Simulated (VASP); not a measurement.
# Mg (Fm-3m) in VASP: settings compared

Mg is run at these levels: RPBE+D3(BJ), revPBE+D3(BJ); tasks: single point.

Everything below comes from runs of VASP 6.6.1. Logs are shortened: lines on timing, memory, paths and dates and some standing lists are left out, and cuts for length are marked.

**1. The cell of the first run**

Symmetry: Fm-3m, No. 225, cubic system. Conventional cell: a = 4.518 Å, b = 4.518 Å, c = 4.518 Å, α = 90.00°, β = 90.00°, γ = 90.00°. Mg (site symmetry m-3m) has 12 Mg at 3.19 Å within 4.2 Å.

**2. Single point, RPBE+D3(BJ) (volume scaled by 1.02)**

INCAR reads:

```
PREC = Accurate ; ENCUT = 520
EDIFF = 1E-6 ; ISMEAR = 0
SIGMA = 0.15 ; LREAL = F
LASPH = T ; NELM = 100
ALGO = Normal ; ISIF = 2
LWAVE = F ; LCHARG = F
GGA = RP ; IVDW = 12
NBANDS = 7
```

KPOINTS reads:

```
Automatic mesh
0
Gamma
  10 10 10
```

POSCAR reads:

```
Mg
1.0
    0.0000000000      2.2591190557      2.2591190557
    2.2591190557      0.0000000000      2.2591190557
    2.2591190557      2.2591190557      0.0000000000
Mg
1
Direct
    0.0000000000      0.0000000000      0.0000000000
```

Potentials or basis: VASP PAW PBE potentials, release 64 (Mg).

The run is started by

```console
$ cat potpaw_PBE.64/Mg/POTCAR > POTCAR
$ mpirun -np 1 vasp_std > vasp.out
```

OUTCAR:

```text
PREC = Accurate
   ENCUT = 520
   EDIFF = 1E-6
   ISMEAR = 0
   LREAL = F
   LASPH = T
   NELM = 100
   ISIF = 2
   GGA = RP
   IVDW = 12
 IVDW          = 12

 ion  position               nearest neighbor table
   1  0.000  0.000  0.000-

  LATTYP: Found a face centered cubic cell.
 ALAT       =     4.5182381114

  Lattice vectors:

 A1 = (   0.0000000000,   2.2591190557,   2.2591190557)
 A2 = (   2.2591190557,   0.0000000000,   2.2591190557)
 A3 = (   2.2591190557,   2.2591190557,   0.0000000000)

Analysis of symmetry for initial positions (statically):
=====================================================================
 Subroutine PRICEL returns:
 Original cell was already a primitive cell.

 Routine SETGRP: Setting up the symmetry group for a
 face centered cubic supercell.

 Subroutine GETGRP returns: Found 48 space group operations
 (whereof 48 operations were pure point group operations)
 out of a pool of 48 trial point group operations.

The static configuration has the point symmetry O_h .

Analysis of symmetry for dynamics (positions and initial velocities):
=====================================================================
 Subroutine PRICEL returns:
 Original cell was already a primitive cell.

 Routine SETGRP: Setting up the symmetry group for a
 face centered cubic supercell.

 Subroutine GETGRP returns: Found 48 space group operations
 (whereof 48 operations were pure point group operations)
 out of a pool of 48 trial point group operations.

The dynamic configuration has the point symmetry O_h .

 Subroutine INISYM returns: Found 48 space group operations
 (whereof 48 operations are pure point group operations),
 and found     1 'primitive' translations

----------------------------------------------------------------------------------------

                                     Primitive cell

  volume of cell :      23.0594

  direct lattice vectors                    reciprocal lattice vectors
     0.000000000  2.259119056  2.259119056    -0.221325210  0.221325210  0.221325210
     2.259119056  0.000000000  2.259119056     0.221325210 -0.221325210  0.221325210
     2.259119056  2.259119056  0.000000000     0.221325210  0.221325210 -0.221325210

  length of vectors
     3.194876808  3.194876808  3.194876808     0.383346509  0.383346509  0.383346509

  position of ions in fractional coordinates (direct lattice)
     0.000000000  0.000000000  0.000000000

  ion indices of the primitive-cell ions
   primitive index   ion index
                 1           1

----------------------------------------------------------------------------------------

 KPOINTS: Automatic mesh

Automatic generation of k-mesh.
 Grid dimensions read from file:
 generate k-points for:   10   10   10

 Generating k-lattice:

  Cartesian coordinates                     Fractional coordinates (reciprocal lattice)
    -0.022132521  0.022132521  0.022132521     0.100000000  0.000000000  0.000000000
     0.022132521 -0.022132521  0.022132521     0.000000000  0.100000000  0.000000000
     0.022132521  0.022132521 -0.022132521     0.000000000  0.000000000  0.100000000

  Length of vectors
     0.038334651  0.038334651  0.038334651

  Shift w.r.t. Gamma in fractional coordinates (k-lattice)
     0.000000000  0.000000000  0.000000000

 Subroutine IBZKPT returns following result:
 ===========================================

 Found     47 irreducible k-points:

 Following reciprocal coordinates:
            Coordinates               Weight
  0.000000  0.000000  0.000000      1.000000
  0.100000  0.000000  0.000000      8.000000
  0.200000  0.000000  0.000000      8.000000
  0.300000  0.000000  0.000000      8.000000
  0.400000  0.000000  0.000000      8.000000
  0.500000  0.000000  0.000000      4.000000
[... 16 lines left out ...]
  0.300000  0.300000  0.000000      6.000000
  0.400000  0.300000  0.000000     24.000000
 [... further k-points ...]
   k-points           NKPTS =     47   k-points in BZ     NKDIM =     47   number of bands    NBANDS=      7
   number of dos      NEDOS =    301   number of ions     NIONS =      1
   total plane-waves  NPLWV =  13824
   dimension x,y,z NGX =    24 NGY =   24 NGZ =   24
   dimension x,y,z NGXF=    48 NGYF=   48 NGZF=   48
   ions per type =               1
   NGX,Y,Z   is equivalent  to a cutoff of  12.49, 12.49, 12.49 a.u.
   NGXF,Y,Z  is equivalent  to a cutoff of  24.98, 24.98, 24.98 a.u.
 SYSTEM =  unknown system
   PREC   = accura    normal or accurate (medium, high low for compatibility)
   ISTART =      0    job   : 0-new  1-cont  2-samecut
   ICHARG =      2    charge: 1-file 2-atom 10-const
   ISPIN  =      1    spin polarized calculation?
   LNONCOLLINEAR =      F non collinear calculations
   LSORBIT =      F    spin-orbit coupling
   LASPH  =      T    aspherical Exc in radial PAW
   ENCUT  =  520.0 eV  38.22 Ry    6.18 a.u.   5.94  5.94  5.94*2*pi/ulx,y,z
   NELM   =    100;   NELMIN=  2; NELMDL= -5     # of ELM steps
   EDIFF  = 0.1E-05   stopping-criterion for ELM
   LREAL  =      F    real-space projection
   EDIFFG = 0.1E-04   stopping-criterion for IOM
   NSW    =      0    number of steps for IOM
   IBRION =     -1    ionic relax: 0-MD 1-quasi-New 2-CG
   NFREE  =      0    steps in history (QN), initial steepest desc. (CG)
   ISIF   =      2    stress and relaxation
   ISYM   =      2    0-nonsym 1-usesym 2-fastsym
   POTIM  = 0.5000    time-step for ionic-motion
   TEBEG  =    0.0;   TEEND  =   0.0 temperature during run
   PSTRESS=    0.0 pullay stress
   NELECT =       2.0000    total number of electrons
   NUPDOWN=      -1.0000    fix difference up-down
   EMIN   =  10.00;   EMAX   =-10.00  energy-range for DOS
   EFERMI =   0.00;   METHOD = LEGACY
   ISMEAR =     0;   SIGMA  =   0.15  broadening in eV -4-tet -1-fermi 0-gaus
   EFERMI_NEDOS =   21; number of points for ismear=-14 and -15
   IALGO  =     38    algorithm
   IMIX   =      4    mixing-type and parameters
     AMIX     =   0.40;   BMIX     =  1.00
     AMIX_MAG =   1.60;   BMIX_MAG =  1.00
  volume/ion in A,a.u.               =      23.06       155.61
  Fermi-wavevector in a.u.,A,eV,Ry     =   0.724662  1.369413  7.144903  0.525136
  Thomas-Fermi vector in A             =   1.815189
   LORBIT       =      0    0 simple, 1 ext, 2 COOP (PROOUT), +10 PAW based schemes
   GGA     = RP    functional components
   LHFCALC =     F    Hartree Fock is set to
   AEXX    =    0.0000 exact exchange contribution
   IVDW    =    12    specifies the selected vdW correction
   LEPSILON=     F    determine dielectric tensor
   LRPA    =     F    only Hartree local field effects (RPA)
 non-spin polarized calculation
 Gauss-broadening in eV      SIGMA  =   0.15
  energy-cutoff  :      520.00
  volume of cell :       23.06
 maximum number of plane-waves:       636
   NGX = 11   NGY = 11   NGZ = 11

 number of electron       2.0000000 magnetization

 Free energy of the ion-electron system (eV)
  ---------------------------------------------------
  ext. energy  EPLUGINS =         0.00000000
  ---------------------------------------------------
  free energy    TOTEN  =        -1.32968438 eV

  energy without entropy =       -1.32401156  energy(sigma->0) =       -1.32684797

 E-fermi :   2.7774     XC(G=0):  -8.3795

 val. band max:        2.7401614953   @ k =  -0.4000   0.5000   0.1000
 cond. band min:       2.8646363422   @ k =  -0.3000   0.4000   0.1000
 fundamental gap:      0.1244748469
 Fermi energy:         2.7773912791

 k-point     1 :       0.0000    0.0000    0.0000
  band No.  band energies     occupation
      1      -4.1961      2.00000
      2      15.0574      0.00000
      3      15.0574      0.00000
      4      15.0574      0.00000
      5      17.0407      0.00000
      6      17.0407      0.00000
      7      17.0407      0.00000

 k-point     2 :       0.1000    0.0000    0.0000
  band No.  band energies     occupation
      1      -3.9746      2.00000
      2      12.4321      0.00000
      3      14.6310      0.00000
      4      14.6310      0.00000
      5      16.8564      0.00000
      6      17.8427      0.00000
      7      17.8427      0.00000

 k-point     3 :       0.2000    0.0000    0.0000
  band No.  band energies     occupation
      1      -3.3130      2.00000
      2       9.1823      0.00000
      3      14.0811      0.00000
      4      14.0811      0.00000
      5      16.3671      0.00000
      6      17.9810      0.00000
      7      17.9810      0.00000

 k-point     4 :       0.3000    0.0000    0.0000
  band No.  band energies     occupation
      1      -2.2205      2.00000
      2       6.1877      0.00000
      3      13.7962      0.00000
      4      13.7962      0.00000
      5      16.0622      0.00000
      6      16.4659      0.00000
      7      16.4659      0.00000

 k-point     5 :       0.4000    0.0000    0.0000
  band No.  band energies     occupation
      1      -0.7132      2.00000
      2       3.5297      0.00000
      3      13.8131      0.00000
      4      13.8131      0.00000
      5      15.3475      0.00000
      6      15.3475      0.00000
      7      16.0437      0.00000
[... 161 lines left out ...]
 k-point    22 :      -0.2000    0.2000    0.0000
  band No.  band energies     occupation
      1      -1.8592      2.00000
      2       7.2934      0.00000
      3       8.6665      0.00000
      4      14.1754      0.00000
      5      15.6123      0.00000
      6      17.3525      0.00000
      7      18.8028      0.00000

 k-point    23 :       0.3000    0.3000    0.0000
  band No.  band energies     occupation
      1      -1.5713      2.00000
      2       9.5139      0.00000
      3       9.9236      0.00000
      4      10.6435      0.00000
      5      10.6435      0.00000
      6      13.7227      0.00000
      7      23.4385      0.00000

 k-point    24 :       0.4000    0.3000    0.0000
  band No.  band energies     occupation
      1      -0.5003      2.00000
      2       7.5016      0.00000
      3       8.0542      0.00000
      4      10.3365      0.00000
      5      11.1323      0.00000
      6      14.3974      0.00000
      7      22.8645      0.00000

 [... further k-points ...]

------------------------ aborting loop because EDIFF is reached ----------------------------------------

 Edisp (eV)   -1.26589

 E8    (eV) :    -0.8077

  FORCE on cell =-STRESS in cart. coord.  units (eV):
  Direction    XX          YY          ZZ          XY          YZ          ZX
  --------------------------------------------------------------------------------------
  -------------------------------------------------------------------------------------
  Total      -1.84527    -1.84527    -1.84527     0.00000    -0.00000    -0.00000
  in kB    -128.21009  -128.21009  -128.21009     0.00000    -0.00000    -0.00000
  external pressure =     -128.21 kB  Pullay stress =        0.00 kB

 VOLUME and BASIS-vectors are now :
 -----------------------------------------------------------------------------
  energy-cutoff  :      520.00
  volume of cell :       23.06
      direct lattice vectors                 reciprocal lattice vectors
     0.000000000  2.259119056  2.259119056    -0.221325210  0.221325210  0.221325210
     2.259119056  0.000000000  2.259119056     0.221325210 -0.221325210  0.221325210
     2.259119056  2.259119056  0.000000000     0.221325210  0.221325210 -0.221325210

 POSITION                                       TOTAL-FORCE (eV/Angst)
 -----------------------------------------------------------------------------------
      0.00000      0.00000      0.00000         0.000000      0.000000     -0.000000
 -----------------------------------------------------------------------------------
    total drift:                                0.000000     -0.000000     -0.000000

  FREE ENERGIE OF THE ION-ELECTRON SYSTEM (eV)
  ---------------------------------------------------
  free  energy   TOTEN  =        -2.5955714621 eV

  energy  without entropy=       -2.5898986418  energy(sigma->0) =       -2.59273505
```

Wall time 14 s (1 thread of AMD EPYC 7R13, shared host); peak memory 0.12 GiB.

What came out:

```
Free energy                : -2.5956 eV
Pressure                   : -12.8 GPa
Band gap on the k mesh     : zero (band 1 reaches 3.54 eV, above the bottom of band 2 at 1.45 eV)
Dispersion energy per atom : -1.266 eV
```

Levels at points of the mesh, in eV from the Fermi level:
| k point | band 1 | band 2 | band 3 | band 4 |
| --- | --- | --- | --- | --- |
| (0.00, 0.00, 0.00) | -6.97 | 12.28 | 12.28 | 12.28 |
| (0.50, 0.00, 0.00) | -1.79 | -1.33 | 11.18 | 11.18 |
| (0.50, 0.50, 0.00) | -0.30 | 0.74 | 5.99 | 6.88 |

Caveat: the PAW data sets were made with another functional, which shifts forces and pressure a little; pairwise dispersion overbinds metals, which lowers pressure and volume.

**3. Single point, RPBE+D3(BJ) (volume scaled by 1.04)**

INCAR reads:

```
SYSTEM = Mg
  PREC = Accurate
  ENCUT = 520
  EDIFF = 1E-6
  ISMEAR = 0
  SIGMA = 0.15
  LREAL = .FALSE.
  LASPH = .TRUE.
  NELM = 80
  ALGO = Fast
  ISIF = 2
  LWAVE = .FALSE.
  LCHARG = .FALSE.
  GGA = RP
  IVDW = 12
  NBANDS = 7
```

KPOINTS reads:

```
regular mesh
0
G
  10 10 10
  0 0 0
```

POSCAR reads:

```
Mg
1.0
    0.0000000000      2.2737890710      2.2737890710
    2.2737890710      0.0000000000      2.2737890710
    2.2737890710      2.2737890710      0.0000000000
Mg
1
Direct
    0.0000000000      0.0000000000      0.0000000000
```

Potentials or basis: VASP PAW PBE potentials, release 64 (Mg).

The run is started by

```console
$ cat potpaw_PBE.64/Mg/POTCAR > POTCAR
$ mpirun -np 1 vasp_std > vasp.out
```

Run time: 15 s. Hardware: 1 thread of AMD EPYC 7R13, shared host; peak memory 0.11 GiB.

It converged, with:

| Item | Value |
| --- | --- |
| Free energy | -2.5591 eV |
| Pressure | -13.0 GPa |
| Band gap on the k mesh | zero (band 1 reaches 3.43 eV, above the bottom of band 2 at 1.35 eV) |
| Dispersion energy per atom | -1.227 eV |

Levels at points of the mesh, in eV from the Fermi level:
```csv
k point,band 1,band 2,band 3,band 4
"(0.00, 0.00, 0.00)",-6.89,12.16,12.16,12.16
"(0.50, 0.00, 0.00)",-1.76,-1.33,11.07,11.07
"(0.50, 0.50, 0.00)",-0.30,0.72,5.95,6.78
```

Caveat: the PAW data sets were made with another functional, which shifts forces and pressure a little; pairwise dispersion overbinds metals, which lowers pressure and volume.

(Part 1 of 2 ends here.)
